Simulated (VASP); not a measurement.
Mg, 2 atoms in the cell. The structure is hexagonal, space group P6_3/mmc (No. 194). The conventional cell has a = 2.367 Å, b = 2.367 Å, c = 3.828 Å, α = 90.00°, β = 90.00°, γ = 120.00°. Within 3.1 Å of Mg (site symmetry -6m2) lie 12 Mg at 2.35 to 2.37 Å.  This cell differs from its parent crystal: volume scaled by 0.43.

```yaml
Program: VASP 6.6.1
Task: density of states
Functional: LDA
Potentials_or_basis: VASP PAW LDA potentials, release 64 (Mg)
Cutoff: 520 eV
k_mesh: 15 × 15 × 9
Occupations: fermi-dirac, width 0.05 eV
Spin: no spin polarisation
Dipole_correction: no
k_mesh_for_the_DOS: 23 × 23 × 14
Occupations_for_the_DOS: tetrahedron
Further_INCAR_settings: ALGO = Normal; EDIFF = 1e-07
```

Potentials or basis: VASP PAW LDA potentials, release 64 (Mg).

Launch:

```bash
$ cat potpaw_LDA.64/Mg/POTCAR > POTCAR
$ cp INCAR.step1 INCAR
$ cp KPOINTS.step1 KPOINTS
$ mpirun -np 1 vasp_std > vasp.out
$ cp INCAR.step2 INCAR
$ cp KPOINTS.step2 KPOINTS
$ mpirun -np 1 vasp_std > vasp.out
```

Hardware: 1 thread of Intel(R) Xeon(R) 6975P-C (Granite Rapids), with other jobs on the host.

Estimate the wall time of this run.

It took 22 s on 1 thread of Intel(R) Xeon(R) 6975P-C (Granite Rapids), on a shared host, peak memory 0.17 GiB. Counts: k points 448.
